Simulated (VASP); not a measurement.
# BN (I-4m2) in VASP: notebook, part 2 of 3

VASP 6.6.1.

**3. Electric field gradients, PBEsol (equal xx and yy strain of +2 %)**

INCAR reads:

```
SYSTEM = BN
  PREC = Accurate
  ENCUT = 520
  EDIFF = 1E-8
  ISMEAR = -1
  SIGMA = 0.03
  LREAL = .False.
  LASPH = .True.
  NELM = 100
  ALGO = Normal
  ISIF = 2
  LWAVE = .False.
  LCHARG = .False.
  GGA = PS
  LEFG = .True.
  NBANDS = 11
```

KPOINTS reads:

```
regular mesh
0
Gamma
  13 13 13
  0 0 0
```

POSCAR reads:

```
BN
1.0
    0.0000000000      1.8436500000      1.8075000000
    1.8436500000      0.0000000000      1.8075000000
    1.8436500000      1.8436500000      0.0000000000
B N
1 1
Direct
    0.0000000000      0.0000000000      0.0000000000
    0.7500000000      0.7500000000      0.7500000000
```

Potentials or basis: VASP PAW PBE potentials, release 64 (B, N).

Run with:

```sh
> cat potpaw_PBE.64/B/POTCAR potpaw_PBE.64/N/POTCAR > POTCAR
> mpirun -np 1 vasp_std > vasp.out
```

OUTCAR:

```text
SYSTEM = BN
   PREC = Accurate
   ENCUT = 520
   EDIFF = 1E-8
   ISMEAR = -1
   LREAL = .False.
   LASPH = .True.
   NELM = 100
   ISIF = 2
   GGA = PS

 ion  position               nearest neighbor table
   1  0.000  0.000  0.000-   2 1.59   2 1.59   2 1.59   2 1.59
   2  0.750  0.750  0.750-   1 1.59   1 1.59   1 1.59   1 1.59

  LATTYP: Found a body centered tetragonal cell.
 ALAT       =     2.6073148343
 C/A-ratio  =     1.3864838847

  Lattice vectors:

 A1 = (   0.0000000000,  -1.8436500000,  -1.8075000000)
 A2 = (   0.0000000000,   1.8436500000,  -1.8075000000)
 A3 = (   1.8436500000,   0.0000000000,   1.8075000000)

Analysis of symmetry for initial positions (statically):
=====================================================================
 Subroutine PRICEL returns:
 Original cell was already a primitive cell.

 Routine SETGRP: Setting up the symmetry group for a
 body centered tetragonal supercell.

 Subroutine GETGRP returns: Found  8 space group operations
 (whereof  8 operations were pure point group operations)
 out of a pool of 16 trial point group operations.

The static configuration has the point symmetry D_2d.

Analysis of symmetry for dynamics (positions and initial velocities):
=====================================================================
 Subroutine PRICEL returns:
 Original cell was already a primitive cell.

 Routine SETGRP: Setting up the symmetry group for a
 body centered tetragonal supercell.

 Subroutine GETGRP returns: Found  8 space group operations
 (whereof  8 operations were pure point group operations)
 out of a pool of 16 trial point group operations.

The dynamic configuration has the point symmetry D_2d.

 Subroutine INISYM returns: Found  8 space group operations
 (whereof  8 operations are pure point group operations),
 and found     1 'primitive' translations

----------------------------------------------------------------------------------------

                                     Primitive cell

  volume of cell :      12.2875

  direct lattice vectors                    reciprocal lattice vectors
     0.000000000  1.843650000  1.807500000    -0.271201150  0.271201150  0.276625173
     1.843650000  0.000000000  1.807500000     0.271201150 -0.271201150  0.276625173
     1.843650000  1.843650000  0.000000000     0.271201150  0.271201150 -0.276625173

  length of vectors
     2.581879465  2.581879465  2.607314834     0.472886470  0.472886470  0.472886470

  position of ions in fractional coordinates (direct lattice)
     0.000000000  0.000000000  0.000000000
     0.750000000  0.750000000  0.750000000

  ion indices of the primitive-cell ions
   primitive index   ion index
                 1           1
                 2           2

----------------------------------------------------------------------------------------

 KPOINTS: regular mesh

Automatic generation of k-mesh.
 Grid dimensions read from file:
 generate k-points for:   13   13   13
[... 80 lines left out ...]
   EFERMI_NEDOS =   21; number of points for ismear=-14 and -15
   IALGO  =     38    algorithm
   IMIX   =      4    mixing-type and parameters
     AMIX     =   0.40;   BMIX     =  1.00
     AMIX_MAG =   1.60;   BMIX_MAG =  1.00
  volume/ion in A,a.u.               =       6.14        41.46
  Fermi-wavevector in a.u.,A,eV,Ry     =   1.418893  2.681320 27.392041  2.013258
  Thomas-Fermi vector in A             =   2.539971
   LORBIT       =      0    0 simple, 1 ext, 2 COOP (PROOUT), +10 PAW based schemes
   GGA     = PS    functional components
   LHFCALC =     F    Hartree Fock is set to
   AEXX    =    0.0000 exact exchange contribution
   IVDW    =     0    specifies the selected vdW correction
   LEPSILON=     F    determine dielectric tensor
   LRPA    =     F    only Hartree local field effects (RPA)
 non-spin polarized calculation
  energy-cutoff  :      520.00
  volume of cell :       12.29
 maximum number of plane-waves:       338
   NGX =  9   NGY =  9   NGZ =  9

 number of electron       8.0000001 magnetization

 Free energy of the ion-electron system (eV)
  ---------------------------------------------------
  ext. energy  EPLUGINS =         0.00000000
  ---------------------------------------------------
  free energy    TOTEN  =       -18.31319114 eV

  energy without entropy =      -18.31319114  energy(sigma->0) =      -18.31319114

 E-fermi :   7.6185     XC(G=0): -12.8242

 val. band max:        7.0063215289   @ k =   0.0000   0.0000   0.0000
 cond. band min:      10.9808352385   @ k =   0.4615   0.4615   0.0000
 fundamental gap:      3.9745137096
 Fermi energy:         7.6185348419

 k-point     1 :       0.0000    0.0000    0.0000
  band No.  band energies     occupation
      1     -12.9247      2.00000
      2       6.8220      2.00000
      3       6.8220      2.00000
      4       7.0063      2.00000
      5      15.3723      0.00000
      6      15.5087      0.00000
      7      15.5087      0.00000
      8      16.5173      0.00000
      9      30.6625      0.00000
     10      33.5968      0.00000
     11      34.1629      0.00000
[... 309 lines left out ...]
 k-point    24 :       0.4615    0.1538    0.0000
  band No.  band energies     occupation
      1      -9.0269      2.00000
      2      -2.1963      2.00000
      3       3.8657      2.00000
      4       3.9987      2.00000
      5      15.2581      0.00000
      6      18.6614      0.00000
      7      18.9540      0.00000
      8      20.8739      0.00000
      9      27.0948      0.00000
     10      32.3989      0.00000
     11      34.1618      0.00000

 [... further k-points ...]

------------------------ aborting loop because EDIFF is reached ----------------------------------------

  FORCE on cell =-STRESS in cart. coord.  units (eV):
  Direction    XX          YY          ZZ          XY          YZ          ZX
  --------------------------------------------------------------------------------------
  -------------------------------------------------------------------------------------
  Total       -1.5372492     -1.5372492     -0.6749996      0.0000000      0.0000000      0.0000000
  in kB     -200.4424045   -200.4424045    -88.0134129      0.0000000      0.0000000      0.0000000
  external PRESSURE =    -162.9660740 kB  Pullay stress =       0.0000000 kB

 VOLUME and BASIS-vectors are now :
 -----------------------------------------------------------------------------
  energy-cutoff  :      520.00
  volume of cell :       12.29
      direct lattice vectors                 reciprocal lattice vectors
     0.000000000  1.843650000  1.807500000    -0.271201150  0.271201150  0.276625173
     1.843650000  0.000000000  1.807500000     0.271201150 -0.271201150  0.276625173
     1.843650000  1.843650000  0.000000000     0.271201150  0.271201150 -0.276625173

 POSITION                                       TOTAL-FORCE (eV/Angst)
 -----------------------------------------------------------------------------------
      0.00000      0.00000      0.00000         0.000000      0.000000     -0.000000
      2.76547      2.76547      2.71125        -0.000000     -0.000000      0.000000
 -----------------------------------------------------------------------------------
    total drift:                               -0.000000     -0.000000      0.000001

  FREE ENERGIE OF THE ION-ELECTRON SYSTEM (eV)
  ---------------------------------------------------
  free  energy   TOTEN  =       -18.3131911408 eV

  energy  without entropy=      -18.3131911408  energy(sigma->0) =      -18.31319114

 Electric field gradients (V/A^2)
---------------------------------------------------------------------
 ion       V_xx      V_yy      V_zz      V_xy      V_xz      V_yz
---------------------------------------------------------------------
   1      -0.351    -0.351     0.702    -0.000    -0.000    -0.000
   2       1.537     1.537    -3.075     0.000     0.000     0.000
---------------------------------------------------------------------

 Electric field gradients after diagonalization (V/A^2)
 (convention: |V_zz| > |V_xx| > |V_yy|)
----------------------------------------------------------------------
 ion       V_xx      V_yy      V_zz     asymmetry (V_yy - V_xx)/ V_zz
----------------------------------------------------------------------
   1      -0.351    -0.351     0.702       0.000
   2       1.537     1.537    -3.075       0.000
----------------------------------------------------------------------

           NMR quadrupolar parameters

 Cq : quadrupolar parameter    Cq=e*Q*V_zz/h
 eta: asymmetry parameters     (V_yy - V_xx)/ V_zz
 Q  : nuclear electric quadrupole moment in mb (millibarn)
----------------------------------------------------------------------
 ion       Cq(MHz)       eta       Q (mb)
----------------------------------------------------------------------
   1       0.002       0.000       1.000
   2      -0.007       0.000       1.000
----------------------------------------------------------------------
```

stdout:

```text
POSCAR found type information on POSCAR B N
 POSCAR found :  2 types and       2 ions
 scaLAPACK will be used
 -----------------------------------------------------------------------------
|                                                                             |
|                                                                             |
|     You enforced a specific xc type in the INCAR file but a different       |
|     I HOPE YOU KNOW WHAT YOU ARE DOING!                                     |
|                                                                             |
 -----------------------------------------------------------------------------

 LDA part: xc-table for (Slater+PW92), standard interpolation
 POSCAR, INCAR and KPOINTS ok, starting setup
 FFT: planning ... GRIDC
 FFT: planning ... GRID_SOFT
 FFT: planning ... GRID
 WAVECAR not read
 entering main loop
ion   1

ion   2
```

Run time: 28 s. Hardware: 1 thread of Intel Xeon 8259CL, shared host; peak memory 0.14 GiB.

Results:

* Free energy: -18.3132 eV
* Pressure: -16.3 GPa
* Band gap on the k mesh: 3.97 eV (least direct gap 8.37 eV)
* Largest electric field gradient by atom: B +0.7; N -3.1 V/Å²

Electric field gradients, principal values (V/Å²):
| atom | least | middle | greatest (by size) |
| --- | --- | --- | --- |
| 1 B | -0.351 | -0.351 | 0.702 |
| 2 N | 1.537 | 1.537 | -3.075 |

Caveat: the cell differs from its parent crystal (equal xx and yy strain of +2 %); the cell stands under tension; without QUAD_EFG the Cq values of the log hold for a quadrupole moment of 1 mb, not for the nuclei; the PAW data sets were made with another functional, which shifts forces and pressure a little; an odd mesh through Γ misses points on the zone boundary, where band edges can lie.

(Part 2 of 3 ends here.)
